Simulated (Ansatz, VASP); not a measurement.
## Ge3S: VASP beside Ansatz

```
Ge S
1.0
     4.23709    0.00000    0.00000
     0.00000    4.23709    0.00000
     0.00000    0.00000    4.23709
Ge S
3 1
Direct
  0.00000 0.50000 0.50000
  0.50000 0.00000 0.50000
  0.50000 0.50000 0.00000
  0.00000 0.00000 0.00000
```

Alike in both runs: functional r2SCAN; k mesh 12 × 12 × 12; occupations gaussian, width 0.1 eV; no spin polarisation.

Ansatz relaxed the structure, and its values are those at the end. VASP's run is a single point on that final structure, the one shown.

|  | VASP | Ansatz |
| --- | --- | --- |
| version | VASP 6.6.1 | Ansatz 0.2.0 |
| potentials or method | VASP PAW PBE potentials, release 64 (Ge_d, S), cutoff 520 eV | scalar-relativistic, plane waves, PAW |
| valence electrons in the cell | 48 | 48 |

```tsv
	VASP	Ansatz	Ansatz less VASP
gap on the k mesh at the Fermi level (eV)	none	none	-
pressure (GPa)	-0.1	0.0	+0.09
```

VASP's potentials were made for PBE, not for r2SCAN. A gap of «none» marks a metal or a gap that the smearing closes.
